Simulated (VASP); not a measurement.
# Ag (I4/mmm) in VASP: further runs, part 2 of 2

VASP 6.6.1.

**4. Single point, PBEsol (strain +0.1312 x Voigt [0, 0, 1, 0, 0, 0])**

The input, INCAR:

```
SYSTEM = Ag
PREC = Accurate
ENCUT = 520
EDIFF = 1E-7
ISMEAR = 0
SIGMA = 0.15
LREAL = .False.
LASPH = .True.
NELM = 60
ALGO = Fast
ISIF = 2
LWAVE = .False.
LCHARG = .True.
GGA = PS
LELF = .True.
LVHAR = .True.
NBANDS = 12
```

The input, KPOINTS:

```
regular mesh
0
Gamma
  20 20 20
  0 0 0
```

The input, POSCAR:

```
Ag
1.0
   -1.6556540000      1.6556540000      1.8728758048
    1.6556540000     -1.6556540000      1.8728758048
    1.6556540000      1.6556540000     -1.8728758048
Ag
1
Direct
    0.0000000000      0.0000000000      0.0000000000
```

Command:

```
cat potpaw_PBE.64/Ag/POTCAR > POTCAR
mpirun -np 1 vasp_std > vasp.out
```

Run time: 70 s. Hardware: 1 thread of AMD EPYC 9R45 (Zen 5), shared host; peak memory 0.23 GiB.

It converged, with:

```
Free energy : -3.0847 eV
Pressure    : -13.1 GPa
```

Stress tensor (GPa, compression positive):
```
-13.49   0.00   0.00
  0.00 -13.49   0.00
  0.00   0.00 -12.46
```

Levels at points of the mesh, in eV from the Fermi level:
| k point | band 2 | band 3 | band 4 | band 5 | band 6 | band 7 | band 8 | band 9 | band 10 | band 11 |
| --- | --- | --- | --- | --- | --- | --- | --- | --- | --- | --- |
| (0.00, 0.00, 0.00) | -4.36 | -4.36 | -3.99 | -3.56 | -3.17 | 16.16 | 17.57 | 17.57 | 19.40 | 21.91 |
| (0.50, 0.00, 0.00) | -4.66 | -3.65 | -3.13 | -2.64 | 0.13 | 2.86 | 13.29 | 13.74 | 18.50 | 19.50 |
| (0.50, 0.50, 0.00) | -5.11 | -3.07 | -3.07 | -2.54 | 0.74 | 3.89 | 11.32 | 11.36 | 16.58 | 16.90 |
| (0.50, 0.50, 0.50) | -5.28 | -2.83 | -2.71 | -2.71 | 4.38 | 7.43 | 7.43 | 8.88 | 12.50 | 12.99 |

Caveat: the cell differs from its parent crystal (strain +0.1312 x Voigt [0, 0, 1, 0, 0, 0]); the PAW data sets were made with another functional, which shifts forces and pressure a little.

**5. Single point, PBEsol (strain +0.1500 x Voigt [0, 0, 1, 0, 0, 0])**

The input, INCAR:

```
SYSTEM = Ag
PREC = Accurate
ENCUT = 520
EDIFF = 1E-6
ISMEAR = 0
SIGMA = 0.15
LREAL = .False.
LASPH = .True.
NELM = 100
ALGO = Fast
ISIF = 2
LWAVE = .False.
LCHARG = .False.
GGA = PS
NBANDS = 12
```

KPOINTS is that of step 4.

The input, POSCAR:

```
Ag
1.0
   -1.6556540000      1.6556540000      1.9040021000
    1.6556540000     -1.6556540000      1.9040021000
    1.6556540000      1.6556540000     -1.9040021000
Ag
1
Direct
    0.0000000000      0.0000000000      0.0000000000
```

Command:

```
cat potpaw_PBE.64/Ag/POTCAR > POTCAR
mpirun -np 1 vasp_std > vasp.out
```

Run time: 61 s. Hardware: 1 thread of AMD EPYC 9R45 (Zen 5), shared host; peak memory 0.23 GiB.

Results (log left out):

* Free energy: -3.0577 eV
* Pressure: -13.6 GPa

Stress tensor (GPa, compression positive):
```
-13.89   0.00   0.00
  0.00 -13.89   0.00
  0.00   0.00 -12.95
```

Levels at points of the mesh, in eV from the Fermi level:
```
           k point  band 4  band 5  band 6  band 7  band 8  band 9
(0.00, 0.00, 0.00)   -3.91   -3.57   -3.16   16.00   17.50   17.50
(0.50, 0.00, 0.00)   -3.09   -2.65    0.15    2.76   13.33   13.73
(0.50, 0.50, 0.00)   -3.03   -2.55    0.83    3.91   11.08   11.11
(0.50, 0.50, 0.50)   -2.70   -2.70    4.13    7.53    7.53    8.46
```

Caveat: the cell differs from its parent crystal (strain +0.1500 x Voigt [0, 0, 1, 0, 0, 0]); the PAW data sets were made with another functional, which shifts forces and pressure a little.

**6. Single point, PBEsol (strain -0.1500 x Voigt [0, 0, 1, 0, 0, 0])**

The input, INCAR:

```
ALGO = Normal
EDIFF = 1E-6
ENCUT = 520
GGA = PS
ISIF = 2
ISMEAR = 0
LASPH = T
LCHARG = F
LREAL = F
LWAVE = F
NBANDS = 12
NELM = 80
PREC = Accurate
SIGMA = 0.15
```

The input, KPOINTS:

```
k-points
0
Gamma
  20 20 20
```

The input, POSCAR:

```
Ag
1.0
   -1.6556540000      1.6556540000      1.4073059000
    1.6556540000     -1.6556540000      1.4073059000
    1.6556540000      1.6556540000     -1.4073059000
Ag
1
Direct
    0.0000000000      0.0000000000      0.0000000000
```

Potentials or basis: VASP PAW PBE potentials, release 64 (Ag).

Command:

```
cat potpaw_PBE.64/Ag/POTCAR > POTCAR
mpirun -np 1 vasp_std > vasp.out
```

OUTCAR:

```text
EDIFF = 1E-6
   ENCUT = 520
   GGA = PS
   ISIF = 2
   ISMEAR = 0
   LASPH = T
   LREAL = F
   NELM = 80
   PREC = Accurate

 ion  position               nearest neighbor table
   1  0.000  0.000  0.000-

  LATTYP: Found a body centered tetragonal cell.
 ALAT       =     3.3113080000
 C/A-ratio  =     0.8500000000

  Lattice vectors:

 A1 = (  -1.6556540000,   1.6556540000,   1.4073059000)
 A2 = (   1.6556540000,  -1.6556540000,   1.4073059000)
 A3 = (   1.6556540000,   1.6556540000,  -1.4073059000)

Analysis of symmetry for initial positions (statically):
=====================================================================
 Subroutine PRICEL returns:
 Original cell was already a primitive cell.

 Routine SETGRP: Setting up the symmetry group for a
 body centered tetragonal supercell.

 Subroutine GETGRP returns: Found 16 space group operations
 (whereof 16 operations were pure point group operations)
 out of a pool of 16 trial point group operations.

The static configuration has the point symmetry D_4h.

Analysis of symmetry for dynamics (positions and initial velocities):
=====================================================================
[... 161 lines left out ...]
 Fermi energy:         9.7511820316

 k-point     1 :       0.0000    0.0000    0.0000
  band No.  band energies     occupation
      1       1.1055      2.00000
      2       3.8606      2.00000
      3       4.8542      2.00000
      4       4.8542      2.00000
      5       5.2110      2.00000
      6       6.3771      2.00000
      7      26.7889      0.00000
      8      26.7889      0.00000
      9      30.5403      0.00000
     10      34.5959      0.00000
     11      34.6963      0.00000
     12      34.6963      0.00000
[... 331 lines left out ...]
 k-point    24 :      -0.3500    0.0500   -0.0000
  band No.  band energies     occupation
      1       2.9450      2.00000
      2       3.5164      2.00000
      3       5.7174      2.00000
      4       5.9624      2.00000
      5       6.0960      2.00000
      6       6.7640      2.00000
      7      20.7114      0.00000
      8      23.7615      0.00000
      9      25.6206      0.00000
     10      29.8930      0.00000
     11      31.7321      0.00000
     12      36.0773      0.00000

 [... further k-points ...]
[... 5 lines left out ...]
  --------------------------------------------------------------------------------------
  -------------------------------------------------------------------------------------
  Total        1.1001321      1.1001321      1.4463864      0.0000000      0.0000000      0.0000000
  in kB      114.2267367    114.2267367    150.1783212      0.0000000      0.0000000      0.0000000
  external PRESSURE =     126.2105982 kB  Pullay stress =       0.0000000 kB

 VOLUME and BASIS-vectors are now :
 -----------------------------------------------------------------------------
  energy-cutoff  :      520.00
  volume of cell :       15.43
      direct lattice vectors                 reciprocal lattice vectors
    -1.655654000  1.655654000  1.407305900     0.000000000  0.301995465  0.355288783
     1.655654000 -1.655654000  1.407305900     0.301995465  0.000000000  0.355288783
     1.655654000  1.655654000 -1.407305900     0.301995465  0.301995465  0.000000000

 POSITION                                       TOTAL-FORCE (eV/Angst)
 -----------------------------------------------------------------------------------
      0.00000      0.00000      0.00000         0.000000      0.000000      0.000000
 -----------------------------------------------------------------------------------
    total drift:                                0.000000     -0.000000      0.000000

  FREE ENERGIE OF THE ION-ELECTRON SYSTEM (eV)
  ---------------------------------------------------
  free  energy   TOTEN  =        -3.2205194883 eV

  energy  without entropy=       -3.2163135527  energy(sigma->0) =       -3.21841652
```

OSZICAR:

```text
N       E                     dE             d eps       ncg     rms          rms(c)
DAV:   1     0.520005662167E+02    0.52001E+02   -0.55596E+03 15528   0.842E+02
DAV:   2    -0.276505809219E+01   -0.54766E+02   -0.52114E+02 18072   0.199E+02
DAV:   3    -0.360005311087E+01   -0.83500E+00   -0.83450E+00 17820   0.256E+01
DAV:   4    -0.360250169721E+01   -0.24486E-02   -0.24485E-02 17548   0.145E+00
DAV:   5    -0.360251881062E+01   -0.17113E-04   -0.17114E-04 17900   0.107E-01    0.727E+00
DAV:   6    -0.324119213193E+01    0.36133E+00   -0.13310E+00 17736   0.104E+01    0.426E+00
DAV:   7    -0.322573525802E+01    0.15457E-01   -0.18107E-02 17548   0.123E+00    0.231E+00
DAV:   8    -0.322051009903E+01    0.52252E-02   -0.93687E-04 17912   0.236E-01    0.129E-01
DAV:   9    -0.322051714872E+01   -0.70497E-05   -0.88121E-06 17160   0.238E-02    0.162E-02
DAV:  10    -0.322051978203E+01   -0.26333E-05   -0.23737E-06 18084   0.116E-02    0.579E-03
DAV:  11    -0.322051948830E+01    0.29373E-06   -0.89160E-08  8848   0.255E-03
   1 F= -.32205195E+01 E0= -.32184165E+01  d E =-.420594E-02
```

stdout:

```text
POSCAR found type information on POSCAR Ag
 POSCAR found :  1 types and       1 ions
 scaLAPACK will be used
 -----------------------------------------------------------------------------
|                                                                             |
|                                                                             |
|     You enforced a specific xc type in the INCAR file but a different       |
|     I HOPE YOU KNOW WHAT YOU ARE DOING!                                     |
|                                                                             |
 -----------------------------------------------------------------------------

 LDA part: xc-table for (Slater+PW92), standard interpolation
 POSCAR, INCAR and KPOINTS ok, starting setup
 FFT: planning ... GRIDC
 FFT: planning ... GRID_SOFT
 FFT: planning ... GRID
 WAVECAR not read
 entering main loop
```

It took 38 s on 1 thread of AMD EPYC 9R45 (Zen 5), shared host; peak memory 0.19 GiB.

Results:

```
Free energy : -3.2205 eV
Pressure    : 12.6 GPa
```

Caveat: the cell differs from its parent crystal (strain -0.1500 x Voigt [0, 0, 1, 0, 0, 0]); the PAW data sets were made with another functional, which shifts forces and pressure a little.

**7. The runs side by side**

```csv
cell,gap on the mesh (eV),pressure (GPa)
"a = 2.941 Å, angles 111.5, 111.5, 105.5°, 1 atom",none,-11.4
"a = 2.979 Å, angles 112.5, 112.5, 103.6°, 1 atom",none,-12.6
"a = 2.998 Å, angles 113.0, 113.0, 102.7°, 1 atom",none,-13.1
"a = 3.018 Å, angles 113.5, 113.5, 101.8°, 1 atom",none,-13.6
"a = 2.732 Å, angles 105.4, 105.4, 118.0°, 1 atom",none,12.6
```

Alike in all rows: task single point; level PBEsol; potentials or basis VASP PAW PBE potentials, release 64 (Ag); no spin polarisation; k mesh 20 × 20 × 20; cutoff (eV) 520; smearing gaussian 0.15 eV.

Caveats: the PAW data sets were made with another functional, which shifts forces and pressure a little.

Total energies depend on the potentials used, so only differences within one code and one set of settings carry meaning.
